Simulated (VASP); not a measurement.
Write the native input for VASP 6.6.1 that does the following.

- Task: single point
- Functional: PBE
- Potentials or basis: VASP PAW PBE potentials, release 64 (N, Ga_d)
- Cutoff: 520 eV
- k mesh: 8 × 8 × 1
- Occupations: gaussian, width 0.05 eV
- Spin: collinear spin
- Starting moments: [0.0, 0.0, 0.0, 3.0, 0.0, 0.0, 0.0] μB
- Dipole correction: yes
- Further INCAR settings: ALGO = Fast; EDIFF = 1e-06; NBANDS = 42

The structure of Ga3N4 lies in POSCAR:

```
Ga3N4
1.0
    3.2165072845      0.0000000000      0.0000000000
    0.0000000000      3.2165072845      0.0000000000
    0.0000000000      0.0000000000     21.2198072894
N Ga
4 3
Direct
    0.0000000000      0.5000000000      0.1885031257
    0.5000000000      0.0000000000      0.2956866680
    0.0000000000      0.5000000000      0.4029970640
    0.8750000000      1.0000000000      0.4967252330
    0.5000000000      0.5000000000      0.2420948968
    0.0000000000      0.0000000000      0.3470972838
    0.5000000000      0.5000000000      0.4580535137
```

These files were run (other wordings do the same):

INCAR

```
SYSTEM = Ga3N4
PREC = Accurate
ENCUT = 520
EDIFF = 1E-6
ISMEAR = 0
SIGMA = 0.05
LREAL = .False.
LASPH = .True.
NELM = 150
ALGO = Fast
ISIF = 2
LWAVE = .False.
LCHARG = .False.
ISPIN = 2
MAGMOM = 0 0 0 3 0 0 0
LORBIT = 11
LDIPOL = .True.
IDIPOL = 3
DIPOL = 0.5 0.5 0.347
GGA = PE
NBANDS = 42
```

KPOINTS

```
regular mesh
0
Gamma
  8 8 1
  0 0 0
```

Potentials or basis: VASP PAW PBE potentials, release 64 (N, Ga_d).

Launch:

```console
$ cat potpaw_PBE.64/N/POTCAR potpaw_PBE.64/Ga_d/POTCAR > POTCAR
$ mpirun -np 1 vasp_std > vasp.out
```

It gave:

```json
{"Largest force": "2.042 eV/Å", "Net moment": "1.75 μB per cell", "Site moments": "N +0.11, +0.06, +0.13, +0.95; Ga +0.02, +0.03, -0.03 μB", "Valence electrons inside the program's atomic spheres": "N 3.46, 3.72, 3.69, 3.43; Ga 11.80, 11.81, 11.55"}
```

It took 25 min on 1 thread of Oxide Virtual Turin-like Processor, on a shared host, peak memory 0.52 GiB.
